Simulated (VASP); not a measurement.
# NaH (P6_3/mmc) in VASP: a series of runs, part 2 of 2

VASP 6.6.1.

## Step 4: Single point, PBE

This run uses another cell than the first one, of 14.18 Å³/atom, 1.064 times its volume.

INCAR reads:

```
SYSTEM = NaH
ALGO = Normal
EDIFF = 1E-6
ENCUT = 500
GGA = PE
GGA_COMPAT = .False.
ISIF = 2
ISMEAR = 0
LASPH = .True.
LCHARG = .False.
LREAL = .False.
LWAVE = .False.
NBANDS = 26
NELM = 120
PREC = Accurate
SIGMA = 0.02
```

KPOINTS reads:

```
k-points
0
Gamma
  12 12 2
  0 0 0
```

POSCAR reads:

```
NaH
1.0
    3.3767465075      0.0000000000      0.0000000000
   -1.6883732537      2.9243482576      0.0000000000
    0.0000000000      0.0000000000     11.4895439031
Na H
4 4
Direct
    0.6666666667      0.3333333333      0.8780795698
    0.3333333333      0.6666666667      0.1219204302
    0.3333333333      0.6666666667      0.3780795698
    0.6666666667      0.3333333333      0.6219204302
    0.0000000000      0.0000000000      0.0000000000
    0.0000000000      0.0000000000      0.5000000000
    0.6666666667      0.3333333333      0.2500000000
    0.3333333333      0.6666666667      0.7500000000
```

Potentials or basis: VASP PAW PBE potentials, release 64 (Na_pv, H).

The run is started by

```console
$ cat potpaw_PBE.64/Na_pv/POTCAR potpaw_PBE.64/H/POTCAR > POTCAR
$ mpirun -np 1 vasp_std > vasp.out
```

OUTCAR:

```text
SYSTEM = NaH
   EDIFF = 1E-6
   ENCUT = 500
   GGA = PE
   ISIF = 2
   ISMEAR = 0
   LASPH = .True.
   LREAL = .False.
   NELM = 120
   PREC = Accurate

 ion  position               nearest neighbor table
   1  0.667  0.333  0.878-
   2  0.333  0.667  0.122-
   3  0.333  0.667  0.378-
   4  0.667  0.333  0.622-
   5  0.000  0.000  0.000-
   6  0.000  0.000  0.500-
   7  0.667  0.333  0.250-
   8  0.333  0.667  0.750-

  LATTYP: Found a hexagonal cell.
 ALAT       =     3.3767465075
 C/A-ratio  =     3.4025485412

  Lattice vectors:

 A1 = (   3.3767465075,   0.0000000000,   0.0000000000)
 A2 = (  -1.6883732537,   2.9243482576,   0.0000000000)
 A3 = (   0.0000000000,   0.0000000000,  11.4895439031)

Analysis of symmetry for initial positions (statically):
=====================================================================
 Subroutine PRICEL returns:
 Original cell was already a primitive cell.

 Routine SETGRP: Setting up the symmetry group for a
 hexagonal supercell.

 Subroutine GETGRP returns: Found 24 space group operations
 (whereof 12 operations were pure point group operations)
 out of a pool of 24 trial point group operations.

The static configuration has the point symmetry D_3d.
 The point group associated with its full space group is D_6h.

Analysis of symmetry for dynamics (positions and initial velocities):
=====================================================================
 Subroutine PRICEL returns:
 Original cell was already a primitive cell.

 Routine SETGRP: Setting up the symmetry group for a
 hexagonal supercell.

 Subroutine GETGRP returns: Found 24 space group operations
 (whereof 12 operations were pure point group operations)
[... 130 lines left out ...]
   ISMEAR =     0;   SIGMA  =   0.02  broadening in eV -4-tet -1-fermi 0-gaus
   EFERMI_NEDOS =   21; number of points for ismear=-14 and -15
   IALGO  =     38    algorithm
   IMIX   =      4    mixing-type and parameters
     AMIX     =   0.40;   BMIX     =  1.00
     AMIX_MAG =   1.60;   BMIX_MAG =  1.00
  volume/ion in A,a.u.               =      14.18        95.71
  Fermi-wavevector in a.u.,A,eV,Ry     =   1.073614  2.028836 15.682706  1.152646
  Thomas-Fermi vector in A             =   2.209418
   LORBIT       =      0    0 simple, 1 ext, 2 COOP (PROOUT), +10 PAW based schemes
   GGA     = PE    functional components
   LHFCALC =     F    Hartree Fock is set to
   AEXX    =    0.0000 exact exchange contribution
   IVDW    =     0    specifies the selected vdW correction
   LEPSILON=     F    determine dielectric tensor
   LRPA    =     F    only Hartree local field effects (RPA)
 non-spin polarized calculation
 Gauss-broadening in eV      SIGMA  =   0.02
  energy-cutoff  :      500.00
  volume of cell :      113.46
 maximum number of plane-waves:      2904
 NGX is ok and might be reduce to    28
   NGX = 13   NGY = 13   NGZ = 41

 number of electron      32.0000023 magnetization

 Free energy of the ion-electron system (eV)
  ---------------------------------------------------
  ext. energy  EPLUGINS =         0.00000000
  ---------------------------------------------------
  free energy    TOTEN  =       -20.16711633 eV

  energy without entropy =      -20.16711633  energy(sigma->0) =      -20.16711633

 E-fermi :  -1.0005     XC(G=0):  -7.7488

 val. band max:       -1.1166662264   @ k =   0.2500   0.2500   0.0000
 cond. band min:       2.4088017750   @ k =   0.0000   0.0000   0.0000
 fundamental gap:      3.5254680014
 Fermi energy:        -1.0004659703

 k-point     1 :       0.0000    0.0000    0.0000
  band No.  band energies     occupation
      1     -23.4363      2.00000
      2     -23.3886      2.00000
      3     -23.3465      2.00000
      4     -23.3217      2.00000
      5     -23.3217      2.00000
      6     -23.3162      2.00000
[... 685 lines left out ...]
     25      10.3157      0.00000
     26      10.3191      0.00000

 [... further k-points ...]
[... 5 lines left out ...]
  --------------------------------------------------------------------------------------
  -------------------------------------------------------------------------------------
  Total       -0.0365994     -0.0365994     -0.0492123     -0.0000000      0.0000000     -0.0000000
  in kB       -0.5168375     -0.5168375     -0.6949507     -0.0000000      0.0000000     -0.0000000
  external PRESSURE =      -0.5762086 kB  Pullay stress =       0.0000000 kB

 VOLUME and BASIS-vectors are now :
 -----------------------------------------------------------------------------
  energy-cutoff  :      500.00
  volume of cell :      113.46
      direct lattice vectors                 reciprocal lattice vectors
     3.376746508  0.000000000  0.000000000     0.296143047  0.170978268  0.000000000
    -1.688373254  2.924348258  0.000000000     0.000000000  0.341956536  0.000000000
     0.000000000  0.000000000 11.489543903     0.000000000  0.000000000  0.087035657

 POSITION                                       TOTAL-FORCE (eV/Angst)
 -----------------------------------------------------------------------------------
      1.68837      0.97478     10.08873         0.000000     -0.000000     -0.000597
     -0.00000      1.94957      1.40081         0.000000      0.000000      0.000597
     -0.00000      1.94957      4.34396         0.000000     -0.000000     -0.000597
      1.68837      0.97478      7.14558         0.000000      0.000000      0.000597
      0.00000      0.00000      0.00000        -0.000000     -0.000000      0.000000
      0.00000      0.00000      5.74477        -0.000000     -0.000000      0.000000
      1.68837      0.97478      2.87239        -0.000000     -0.000000      0.000000
     -0.00000      1.94957      8.61716        -0.000000     -0.000000      0.000000
 -----------------------------------------------------------------------------------
    total drift:                               -0.000000      0.000000     -0.000000

  FREE ENERGIE OF THE ION-ELECTRON SYSTEM (eV)
  ---------------------------------------------------
  free  energy   TOTEN  =       -20.1671163287 eV

  energy  without entropy=      -20.1671163287  energy(sigma->0) =      -20.16711633
```

OSZICAR:

```text
N       E                     dE             d eps       ncg     rms          rms(c)
DAV:   1     0.268545125729E+03    0.26855E+03   -0.16079E+04  1976   0.129E+03
DAV:   2    -0.346887569800E+01   -0.27201E+03   -0.26302E+03  1984   0.366E+02
DAV:   3    -0.215032876678E+02   -0.18034E+02   -0.17923E+02  2428   0.109E+02
DAV:   4    -0.218829837244E+02   -0.37970E+00   -0.37931E+00  2274   0.165E+01
DAV:   5    -0.218893671424E+02   -0.63834E-02   -0.63831E-02  2350   0.228E+00    0.637E+00
DAV:   6    -0.205193690519E+02    0.13700E+01   -0.77798E-01  2526   0.468E+00    0.296E+00
DAV:   7    -0.201459023035E+02    0.37347E+00   -0.87487E-01  2484   0.355E+00    0.674E-01
DAV:   8    -0.201677947057E+02   -0.21892E-01   -0.43138E-02  2086   0.182E+00    0.167E-01
DAV:   9    -0.201671676865E+02    0.62702E-03   -0.65775E-03  2766   0.797E-01    0.585E-02
DAV:  10    -0.201671036065E+02    0.64080E-04   -0.23341E-04  2130   0.968E-02    0.141E-02
DAV:  11    -0.201671172921E+02   -0.13686E-04   -0.30243E-05  1936   0.259E-02    0.765E-03
DAV:  12    -0.201671163287E+02    0.96341E-06   -0.27104E-06  2004   0.116E-02
   1 F= -.20167116E+02 E0= -.20167116E+02  d E =-.514116E-18
```

It took 48 s on 1 thread of Intel Xeon 6975P-C (Granite Rapids), shared host; peak memory 0.27 GiB.

Results:

```
Free energy            : -20.1671 eV
Pressure               : -0.1 GPa
Band gap on the k mesh : 3.53 eV, indirect (least direct gap 4.17 eV)
```

Levels at points of the mesh, in eV from the valence-band top:
```csv
k point,band 14,band 15,band 16,band 17,band 18,band 19
"(0.00, 0.00, 0.00)",-2.75,-2.53,-1.03,3.53,6.79,6.86
"(0.50, 0.00, 0.00)",-0.63,-0.47,-0.18,3.99,4.15,5.11
"(0.00, 0.00, 0.50)",-3.36,-1.64,-1.64,4.57,4.57,9.25
"(0.50, 0.00, 0.50)",-0.78,-0.30,-0.30,4.21,4.21,4.95
```

A k mesh can miss the band edges. PBE gaps usually lie below the measured ones, often by a third to a half.

## Step 5: Single point, PBE (volume scaled by 1.03, then relaxed in part)

INCAR reads:

```
SYSTEM = NaH
  PREC = Accurate
  ENCUT = 500
  EDIFF = 1E-6
  ISMEAR = 0
  SIGMA = 0.02
  LREAL = .False.
  LASPH = .True.
  NELM = 120
  ALGO = Normal
  ISIF = 2
  LWAVE = .False.
  LCHARG = .True.
  GGA = PE
  LELF = .True.
  LVHAR = .True.
  NBANDS = 26
  GGA_COMPAT = .False.
```

KPOINTS reads:

```
Automatic mesh
0
Gamma
  12 12 2
  0 0 0
```

POSCAR: that of step 4 with these lines changed.

```diff
@@ -2,5 +2,5 @@
 1.0
-    3.3767465075      0.0000000000      0.0000000000
-   -1.6883732537      2.9243482576      0.0000000000
-    0.0000000000      0.0000000000     11.4895439031
+    3.4101818157      0.0000000000      0.0000000000
+   -1.7050909078      2.9533040839      0.0000000000
+    0.0000000000      0.0000000000     11.6033091622
 Na H
```

The run is started by

```console
$ cat potpaw_PBE.64/Na_pv/POTCAR potpaw_PBE.64/H/POTCAR > POTCAR
$ mpirun -np 1 vasp_std > vasp.out
```

Run time: 54 s. Hardware: 1 thread of Intel Xeon 6975P-C (Granite Rapids), shared host; peak memory 0.28 GiB.

The run converged. Its results:

- Free energy: -20.1613 eV
- Pressure: -0.7 GPa
- Band gap on the k mesh: 3.48 eV, indirect (least direct gap 4.12 eV)

Levels at points of the mesh, in eV from the valence-band top:
```csv
k point,band 14,band 15,band 16,band 17,band 18,band 19
"(0.00, 0.00, 0.00)",-2.69,-2.47,-1.01,3.48,6.67,6.73
"(0.50, 0.00, 0.00)",-0.62,-0.46,-0.18,3.94,4.09,5.03
"(0.00, 0.00, 0.50)",-3.29,-1.60,-1.60,4.50,4.50,9.04
"(0.50, 0.00, 0.50)",-0.76,-0.29,-0.29,4.15,4.15,4.88
```

Caveat: the cell differs from its parent crystal (volume scaled by 1.03, then relaxed in part). A k mesh can miss the band edges.

## Step 6: Single point, PBE (volume scaled by 1.06, then relaxed in part)

INCAR reads:

```
ALGO     = Normal         # electronic algorithm
EDIFF    = 1E-6           # SCF threshold, eV
ENCUT    = 500            # plane-wave cutoff, eV
GGA      = PE             # functional
GGA_COMPAT= False        
ISIF     = 2              # what is computed and relaxed
ISMEAR   = 0              # smearing method
LASPH    = True           # aspherical terms in the spheres
LCHARG   = False          # write CHGCAR
LREAL    = False          # projectors in reciprocal space
LWAVE    = False          # write WAVECAR
NBANDS   = 26             # bands
NELM     = 120            # most SCF steps
PREC     = Accurate       # precision mode
SIGMA    = 0.02           # smearing width, eV
```

KPOINTS reads:

```
k-points
0
Gamma
  12 12 2
```

POSCAR: that of step 5 with these lines changed.

```diff
@@ -2,5 +2,5 @@
 1.0
-    3.4101818157      0.0000000000      0.0000000000
-   -1.7050909078      2.9533040839      0.0000000000
-    0.0000000000      0.0000000000     11.6033091622
+    3.4429740371      0.0000000000      0.0000000000
+   -1.7214870185      2.9817029807      0.0000000000
+    0.0000000000      0.0000000000     11.7148862873
 Na H
```

Potentials or basis: VASP PAW PBE potentials, release 64 (Na_pv, H).

The run is started by

```console
$ cat potpaw_PBE.64/Na_pv/POTCAR potpaw_PBE.64/H/POTCAR > POTCAR
$ mpirun -np 1 vasp_std > vasp.out
```

Wall time 54 s (1 thread of Intel Xeon 6975P-C (Granite Rapids), shared host); peak memory 0.28 GiB.

Results (log left out):

* Free energy: -20.1428 eV
* Pressure: -1.3 GPa
* Largest force: 0.004 eV/Å
* Band gap on the k mesh: 3.43 eV, indirect (least direct gap 4.06 eV)

Forces in eV/Å, atoms in the order of the input:
```
Na   0.000  0.000  0.004
Na   0.000  0.000 -0.004
Na   0.000  0.000  0.004
Na   0.000  0.000 -0.004
H    0.000  0.000  0.000
H    0.000  0.000  0.000
H    0.000  0.000  0.000
H    0.000  0.000  0.000
```

Stress tensor (GPa, compression positive):
```
-1.23  0.00  0.00
 0.00 -1.23  0.00
 0.00  0.00 -1.32
```

Levels at points of the mesh, in eV from the valence-band top:
```tsv
k point	band 14	band 15	band 16	band 17	band 18	band 19
(0.00, 0.00, 0.00)	-2.64	-2.41	-0.99	3.43	6.55	6.60
(0.50, 0.00, 0.00)	-0.61	-0.45	-0.17	3.89	4.04	4.97
(0.00, 0.00, 0.50)	-3.21	-1.57	-1.57	4.43	4.43	8.84
(0.50, 0.00, 0.50)	-0.75	-0.28	-0.28	4.10	4.10	4.82
```

Caveat: the cell differs from its parent crystal (volume scaled by 1.06, then relaxed in part). A k mesh can miss the band edges.

## Step 7: Relaxation of shape and atoms at fixed volume, PBE (volume scaled by 1.10)

INCAR reads:

```
  PREC = Accurate
  ENCUT = 500
  EDIFF = 1E-7
  ISMEAR = 0
  SIGMA = 0.02
  LREAL = F
  LASPH = T
  NELM = 120
  ALGO = Normal
  ISIF = 4
  LWAVE = F
  LCHARG = F
  GGA = PE
  IBRION = 2
  NSW = 50
  EDIFFG = -0.01
  GGA_COMPAT = F
  NELMIN = 4
```

KPOINTS reads:

```
regular mesh
0
Gamma
  12 12 2
```

POSCAR: that of step 6 with these lines changed.

```diff
@@ -2,5 +2,5 @@
 1.0
-    3.4429740371      0.0000000000      0.0000000000
-   -1.7214870185      2.9817029807      0.0000000000
-    0.0000000000      0.0000000000     11.7148862873
+    3.4857482746      0.0000000000      0.0000000000
+   -1.7428741373      3.0187465570      0.0000000000
+    0.0000000000      0.0000000000     11.8604277068
 Na H
```

The run is started by

```console
$ cat potpaw_PBE.64/Na_pv/POTCAR potpaw_PBE.64/H/POTCAR > POTCAR
$ mpirun -np 1 vasp_std > vasp.out
```

Wall time 2.3 min (1 thread of AMD EPYC 7R43 (Zen 3), shared host); peak memory 0.23 GiB.

It converged, with:

* Free energy: -20.1010 eV
* Pressure after relaxing: -1.9 GPa
* Largest force after relaxing: 0.007 eV/Å
* Band gap on the k mesh: 3.37 eV, indirect (least direct gap 3.99 eV)

Forces on the atoms (eV/Å):
```
Na   0.000  0.000  0.007
Na   0.000  0.000 -0.007
Na   0.000  0.000  0.007
Na   0.000  0.000 -0.007
H    0.000  0.000  0.000
H    0.000  0.000  0.000
H    0.000  0.000  0.000
H    0.000  0.000  0.000
```

Stress tensor (GPa, compression positive):
```
-1.84  0.00  0.00
 0.00 -1.84  0.00
 0.00  0.00 -1.97
```

Final structure:
```xyz
8
Lattice="3.4857 0.0000 0.0000 -1.7429 3.0187 0.0000 0.0000 0.0000 11.8604" Properties=species:S:1:pos:R:3 pbc="T T T"
Na    1.7429    1.0062   10.4144
Na    0.0000    2.0125    1.4460
Na    0.0000    2.0125    4.4842
Na    1.7429    1.0062    7.3762
H     0.0000    0.0000    0.0000
H     0.0000    0.0000    5.9302
H     1.7429    1.0062    2.9651
H     0.0000    2.0125    8.8953
```

Levels at points of the mesh, in eV from the valence-band top:
```csv
k point,band 12,band 13,band 14,band 15,band 16,band 17,band 18,band 19,band 20,band 21
"(0.00, 0.00, 0.00)",-22.36,-3.35,-2.56,-2.34,-0.96,3.37,6.40,6.44,9.53,10.40
"(0.50, 0.00, 0.00)",-22.36,-0.81,-0.60,-0.43,-0.16,3.83,3.97,4.88,5.17,7.15
"(0.00, 0.00, 0.50)",-22.36,-3.12,-3.12,-1.52,-1.52,4.34,4.34,8.60,8.60,10.54
"(0.50, 0.00, 0.50)",-22.36,-0.73,-0.73,-0.27,-0.27,4.03,4.03,4.74,4.74,7.99
```

Caveat: the cell differs from its parent crystal (volume scaled by 1.10); the relaxation stopped at its first step, so nothing moved. A k mesh can miss the band edges.

## Step 8: The runs side by side

```tsv
task	cell	gap on the mesh (eV)	pressure (GPa)	largest force (eV/Å)
single point	a = 3.308, b = 3.308, c = 11.255 Å, angles 90.0, 90.0, 120.0°, 8 atoms	3.63	1.6	0.01
single point	a = 3.343, b = 3.343, c = 11.373 Å, angles 90.0, 90.0, 120.0°, 8 atoms	3.58	0.7	-
single point	a = 3.377, b = 3.377, c = 11.490 Å, angles 90.0, 90.0, 120.0°, 8 atoms	3.53	-0.1	-
single point	a = 3.410, b = 3.410, c = 11.603 Å, angles 90.0, 90.0, 120.0°, 8 atoms	3.48	-0.7	-
single point	a = 3.443, b = 3.443, c = 11.715 Å, angles 90.0, 90.0, 120.0°, 8 atoms	3.43	-1.3	-
relaxation of shape and atoms at fixed volume	relaxed from a = 3.486, b = 3.486, c = 11.860 Å, angles 90.0, 90.0, 120.0°, 8 atoms	3.37	-1.9	0.01
```

Alike in all rows: level PBE; potentials or basis VASP PAW PBE potentials, release 64 (Na_pv, H); no spin polarisation; k mesh 12 × 12 × 2; cutoff (eV) 500; smearing gaussian 0.02 eV.

Caveats: the relaxation stopped at its first step, so nothing moved (some runs).

Total energies depend on the potentials used, so only differences within one code and one set of settings carry meaning.
